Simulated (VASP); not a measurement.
# Ga (Cmce) in VASP: single point with r2SCAN

Aim: the single point of Ga with r2SCAN.

Everything below comes from runs of VASP 6.6.1. Logs are shortened: lines on timing, memory, paths and dates and some standing lists are left out, and cuts for length are marked.

## 1. The cell of the first run

Symmetry: Cmce, No. 64, orthorhombic system. The conventional cell has a = 4.336 Å, b = 7.936 Å, c = 4.336 Å, α = 90.00°, β = 90.00°, γ = 90.00°. Within 3.4 Å of Ga (site symmetry m) lie 7 Ga at 2.58 to 2.73 Å.

## 2. Single point, r2SCAN

File POSCAR:

```
Ga
1.0
    4.3361858596      0.0000000000      0.0000000000
    0.0000000000      4.3361858596      0.0000000000
   -2.1680929298      0.0000000000      3.9679805728
Ga
4
Direct
    0.3440099812      0.5848677942      0.6880199623
    0.1559900188      0.0848677942      0.3119800377
    0.6559900188      0.4151322058      0.3119800377
    0.8440099812      0.9151322058      0.6880199623
```

File INCAR.step1:

```
SYSTEM = Ga
PREC = Accurate
ENCUT = 550
ISMEAR = 0
SIGMA = 0.1
LREAL = .False.
LASPH = .True.
NELM = 120
ISYM = 0
NBANDS = 34
GGA = PE
ALGO = Normal
EDIFF = 1E-5
LWAVE = .True.
LCHARG = .False.
GGA_COMPAT = .False.
```

File INCAR.step2:

```
SYSTEM = Ga
PREC = Accurate
ENCUT = 550
EDIFF = 1E-6
ISMEAR = 0
SIGMA = 0.1
LREAL = .False.
LASPH = .True.
NELM = 120
ALGO = Normal
ISIF = 2
LWAVE = .False.
LCHARG = .False.
METAGGA = R2SCAN
LMIXTAU = .True.
ISYM = 0
NBANDS = 34
ISTART = 1
GGA_COMPAT = .False.
```

File KPOINTS:

```
regular mesh
0
Gamma
  8 8 9
  0 0 0
```

Potentials or basis: VASP PAW PBE potentials, release 64 (Ga_d).

Launch:

```
$ cat potpaw_PBE.64/Ga_d/POTCAR > POTCAR
$ cp INCAR.step1 INCAR
$ mpirun -np 1 vasp_std > vasp.out
$ cp INCAR.step2 INCAR
$ mpirun -np 1 vasp_std > vasp.out
```

OUTCAR:

```text
SYSTEM = Ga
   PREC = Accurate
   ENCUT = 550
   EDIFF = 1E-6
   ISMEAR = 0
   LREAL = .False.
   LASPH = .True.
   NELM = 120
   ISIF = 2
   METAGGA = R2SCAN
   ISYM = 0
   ISTART = 1

 ion  position               nearest neighbor table
   1  0.344  0.585  0.688-   3 2.58   4 2.60   4 2.60   2 2.63   2 2.63   3 2.73   3 2.73
   2  0.156  0.085  0.312-   4 2.58   3 2.60   3 2.60   1 2.63   1 2.63   4 2.73   4 2.73
   3  0.656  0.415  0.312-   1 2.58   2 2.60   2 2.60   4 2.63   4 2.63   1 2.73   1 2.73
   4  0.844  0.915  0.688-   2 2.58   1 2.60   1 2.60   3 2.63   3 2.63   2 2.73   2 2.73

IMPORTANT INFORMATION: All symmetrisations will be switched off!
NOSYMM: (Re-)initialisation of all symmetry stuff for point group C_1.

----------------------------------------------------------------------------------------

                                     Primitive cell

  volume of cell :      74.6080

  direct lattice vectors                    reciprocal lattice vectors
     4.336185860  0.000000000  0.000000000     0.230617421  0.000000000  0.126008681
     0.000000000  4.336185860  0.000000000     0.000000000  0.230617421  0.000000000
    -2.168092930  0.000000000  3.967980573     0.000000000  0.000000000  0.252017363

  length of vectors
     4.336185860  4.336185860  4.521669689     0.262797608  0.230617421  0.252017363

  position of ions in fractional coordinates (direct lattice)
     0.344009981  0.584867794  0.688019962
     0.155990019  0.084867794  0.311980038
     0.655990019  0.415132206  0.311980038
     0.844009981  0.915132206  0.688019962

  ion indices of the primitive-cell ions
   primitive index   ion index
                 1           1
                 2           2
                 3           3
                 4           4

----------------------------------------------------------------------------------------

 KPOINTS: regular mesh

Automatic generation of k-mesh.
 Grid dimensions read from file:
 generate k-points for:    8    8    9

 Generating k-lattice:

  Cartesian coordinates                     Fractional coordinates (reciprocal lattice)
     0.028827178  0.000000000  0.015751085     0.125000000  0.000000000  0.000000000
     0.000000000  0.028827178  0.000000000     0.000000000  0.125000000  0.000000000
     0.000000000  0.000000000  0.028001929     0.000000000  0.000000000  0.111111111

  Length of vectors
     0.032849701  0.028827178  0.028001929

  Shift w.r.t. Gamma in fractional coordinates (k-lattice)
     0.000000000  0.000000000  0.000000000

 -----------------------------------------------------------------------------
|                                                                             |
|           W    W    AA    RRRRR   N    N  II  N    N   GGGG   !!!           |
|           W    W   A  A   R    R  NN   N  II  NN   N  G    G  !!!           |
|           W    W  A    A  R    R  N N  N  II  N N  N  G       !!!           |
|           W WW W  AAAAAA  RRRRR   N  N N  II  N  N N  G  GGG   !            |
|           WW  WW  A    A  R   R   N   NN  II  N   NN  G    G                |
|           W    W  A    A  R    R  N    N  II  N    N   GGGG   !!!           |
|                                                                             |
|     Your reciprocal lattice and k-lattice belong to different lattice       |
|     classes:                                                                |
|                                                                             |
|        The reciprocal lattice is base centered orthorhombic,                |
|        whereas your k-lattice is simple monoclinic.                         |
|                                                                             |
|     Results are often still useful ...                                      |
|                                                                             |
 -----------------------------------------------------------------------------

 WARNING: IBZKPT: internal override: KBLOWUP is changed to .FALSE.
      ... skipping the blow-up phase ...

 Subroutine IBZKPT returns following result:
 ===========================================

 Found    290 irreducible k-points:

 Following reciprocal coordinates:
            Coordinates               Weight
  0.000000  0.000000  0.000000      1.000000
  0.125000  0.000000  0.000000      2.000000
  0.250000  0.000000  0.000000      2.000000
  0.375000  0.000000  0.000000      2.000000
  0.500000  0.000000  0.000000      1.000000
  0.000000  0.125000  0.000000      2.000000
[... 16 lines left out ...]
  0.125000  0.375000  0.000000      2.000000
  0.250000  0.375000  0.000000      2.000000
 [... further k-points ...]
   k-points           NKPTS =    290   k-points in BZ     NKDIM =    290   number of bands    NBANDS=     34
   number of dos      NEDOS =    301   number of ions     NIONS =      4
   total plane-waves  NPLWV =  46656
   dimension x,y,z NGX =    36 NGY =   36 NGZ =   36
   dimension x,y,z NGXF=    72 NGYF=   72 NGZF=   72
   ions per type =               4
   NGX,Y,Z   is equivalent  to a cutoff of  13.80, 13.80, 13.24 a.u.
   NGXF,Y,Z  is equivalent  to a cutoff of  27.60, 27.60, 26.47 a.u.
 SYSTEM =  Ga
   PREC   = accura    normal or accurate (medium, high low for compatibility)
   ISTART =      1    job   : 0-new  1-cont  2-samecut
   ICHARG =      0    charge: 1-file 2-atom 10-const
   ISPIN  =      1    spin polarized calculation?
   LNONCOLLINEAR =      F non collinear calculations
   LSORBIT =      F    spin-orbit coupling
   LASPH  =      T    aspherical Exc in radial PAW
   ENCUT  =  550.0 eV  40.42 Ry    6.36 a.u.   8.29  8.29  8.65*2*pi/ulx,y,z
   NELM   =    120;   NELMIN=  2; NELMDL=  0     # of ELM steps
   EDIFF  = 0.1E-05   stopping-criterion for ELM
   LREAL  =      F    real-space projection
   EDIFFG = 0.1E-04   stopping-criterion for IOM
   NSW    =      0    number of steps for IOM
   IBRION =     -1    ionic relax: 0-MD 1-quasi-New 2-CG
   NFREE  =      0    steps in history (QN), initial steepest desc. (CG)
   ISIF   =      2    stress and relaxation
   ISYM   =      0    0-nonsym 1-usesym 2-fastsym
   POTIM  = 0.5000    time-step for ionic-motion
   TEBEG  =    0.0;   TEEND  =   0.0 temperature during run
   PSTRESS=    0.0 pullay stress
   NELECT =      52.0000    total number of electrons
   NUPDOWN=      -1.0000    fix difference up-down
   EMIN   =  10.00;   EMAX   =-10.00  energy-range for DOS
   EFERMI =   0.00;   METHOD = LEGACY
   ISMEAR =     0;   SIGMA  =   0.10  broadening in eV -4-tet -1-fermi 0-gaus
   EFERMI_NEDOS =   21; number of points for ismear=-14 and -15
   IALGO  =     38    algorithm
   IMIX   =      4    mixing-type and parameters
     AMIX     =   0.40;   BMIX     =  1.00
     AMIX_MAG =   1.60;   BMIX_MAG =  1.00
  volume/ion in A,a.u.               =      18.65       125.87
  Fermi-wavevector in a.u.,A,eV,Ry     =   1.451490  2.742919 28.665087  2.106824
  Thomas-Fermi vector in A             =   2.568982
   LORBIT       =      0    0 simple, 1 ext, 2 COOP (PROOUT), +10 PAW based schemes
   METAGGA = R2SCAN    functional components
   LHFCALC =     F    Hartree Fock is set to
   AEXX    =    0.0000 exact exchange contribution
   IVDW    =     0    specifies the selected vdW correction
   LEPSILON=     F    determine dielectric tensor
   LRPA    =     F    only Hartree local field effects (RPA)
 non-spin polarized calculation
 Gauss-broadening in eV      SIGMA  =   0.10
  energy-cutoff  :      550.00
  volume of cell :       74.61
 maximum number of plane-waves:      2201
 NGX is ok and might be reduce to    36
   NGX = 17   NGY = 17   NGZ = 17

 number of electron      52.0000021 magnetization

 Free energy of the ion-electron system (eV)
  ---------------------------------------------------
  ext. energy  EPLUGINS =         0.00000000
  ---------------------------------------------------
  free energy    TOTEN  =       -45.59116471 eV

  energy without entropy =      -45.58541227  energy(sigma->0) =      -45.58828849

 E-fermi :   5.5159     XC(G=0): -11.9248

 val. band max:        5.5123963890   @ k =   0.1250   0.2500   0.4444
 cond. band min:       5.5240197167   @ k =  -0.1250   0.0000   0.2222
 fundamental gap:      0.0116233277
 Fermi energy:         5.5158727512

 k-point     1 :       0.0000    0.0000    0.0000
  band No.  band energies     occupation
      1     -10.4331      2.00000
      2     -10.4128      2.00000
      3     -10.3509      2.00000
      4     -10.3168      2.00000
      5     -10.3007      2.00000
      6     -10.2888      2.00000
[... 26 lines left out ...]
     33      13.1054      0.00000
     34      13.2622      0.00000

 k-point     2 :       0.1250    0.0000    0.0000
  band No.  band energies     occupation
      1     -10.4395      2.00000
      2     -10.4044      2.00000
      3     -10.3357      2.00000
      4     -10.3180      2.00000
      5     -10.3095      2.00000
      6     -10.3030      2.00000
[... 26 lines left out ...]
     33      12.5550      0.00000
     34      13.7488      0.00000

 k-point     3 :       0.2500    0.0000    0.0000
  band No.  band energies     occupation
      1     -10.4442      2.00000
      2     -10.3826      2.00000
      3     -10.3392      2.00000
      4     -10.3304      2.00000
      5     -10.3178      2.00000
      6     -10.2850      2.00000
[... 26 lines left out ...]
     33      12.1936      0.00000
     34      13.1387      0.00000
[... 704 lines left out ...]
 k-point    23 :       0.1250    0.3750    0.0000
  band No.  band energies     occupation
      1     -10.4060      2.00000
      2     -10.3662      2.00000
      3     -10.3526      2.00000
      4     -10.3490      2.00000
      5     -10.3327      2.00000
      6     -10.2664      2.00000
[... 26 lines left out ...]
     33      10.4939      0.00000
     34      12.4328      0.00000

 k-point    24 :       0.2500    0.3750    0.0000
  band No.  band energies     occupation
      1     -10.4155      2.00000
      2     -10.3838      2.00000
      3     -10.3746      2.00000
      4     -10.3485      2.00000
      5     -10.3228      2.00000
      6     -10.2750      2.00000
[... 26 lines left out ...]
     33      11.7726      0.00000
     34      14.3486      0.00000

 [... further k-points ...]

------------------------ aborting loop because EDIFF is reached ----------------------------------------

  FORCE on cell =-STRESS in cart. coord.  units (eV):
  Direction    XX          YY          ZZ          XY          YZ          ZX
  --------------------------------------------------------------------------------------
  -------------------------------------------------------------------------------------
  Total        2.4126202      3.4491280     -2.3950568     -0.0000001     -0.0000130      0.0162145
  in kB       51.8100766     74.0686761    -51.4329089     -0.0000024     -0.0002797      0.3482007
  external PRESSURE =      24.8152813 kB  Pullay stress =       0.0000000 kB

 VOLUME and BASIS-vectors are now :
 -----------------------------------------------------------------------------
  energy-cutoff  :      550.00
  volume of cell :       74.61
      direct lattice vectors                 reciprocal lattice vectors
     4.336185860  0.000000000  0.000000000     0.230617421  0.000000000  0.126008681
     0.000000000  4.336185860  0.000000000     0.000000000  0.230617421  0.000000000
    -2.168092930  0.000000000  3.967980573     0.000000000  0.000000000  0.252017363

 POSITION                                       TOTAL-FORCE (eV/Angst)
 -----------------------------------------------------------------------------------
      0.00000      2.53610      2.73005         0.002659     -0.148136      0.415102
     -0.00000      0.36800      1.23793        -0.002665     -0.148143     -0.415099
      2.16809      1.80009      1.23793        -0.002659      0.148139     -0.415038
      2.16809      3.96818      2.73005         0.002666      0.148140      0.415034
 -----------------------------------------------------------------------------------
    total drift:                                0.000001      0.000093      0.000039

  FREE ENERGIE OF THE ION-ELECTRON SYSTEM (eV)
  ---------------------------------------------------
  free  energy   TOTEN  =       -45.5911647065 eV

  energy  without entropy=      -45.5854122747  energy(sigma->0) =      -45.58828849
```

Run time: 52 min. Hardware: 1 thread of Intel Xeon 8259CL, shared host; peak memory 0.63 GiB.

Results:

```
Free energy            : -45.5912 eV
Pressure               : 2.5 GPa
Largest force          : 0.441 eV/Å
Band gap on the k mesh : zero (bands 26 and 27 overlap by 0.76 eV)
```

Forces on the atoms (eV/Å):
```
Ga   0.003 -0.148  0.415
Ga  -0.003 -0.148 -0.415
Ga  -0.003  0.148 -0.415
Ga   0.003  0.148  0.415
```

Caveat: the PAW data sets were made with another functional, which shifts forces and pressure a little.
